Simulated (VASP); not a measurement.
Crystal: Fe.

```
CELL_PARAMETERS angstrom
-1.46199 1.46199 1.46199
1.46199 -1.46199 1.46199
1.46199 1.46199 -1.46199
ATOMIC_POSITIONS crystal
Fe 0.00000 0.00000 0.00000
```

Base run:

| Item | Value |
| --- | --- |
| Program | VASP 6.6.1 |
| Functional | BLYP |
| Dispersion | D4 |
| Potentials or basis | VASP PAW PBE potentials, release 64 (Fe_sv) |
| Cutoff | 690 eV |
| k mesh | 13 × 13 × 13 |
| Occupations | fermi-dirac, width 0.05 eV |
| Spin | collinear spin, ferromagnetic start |
| Starting moments | [3.0] μB |

Its results: pressure -15.8 GPa; net moment 2.34 μB per cell; site moments Fe +2.33 μB.

The run is repeated on the same cell with these changes: functional from BLYP to PBEsol. What comes out?

Pressure -24.3 GPa; net moment 2.40 μB per cell; site moments Fe +2.40 μB.

PBEsol binds more tightly than BLYP, so the same cell stands under less pressure.

Caveats: the cell stands under tension; the PAW data sets were made with another functional, which shifts forces and pressure a little.
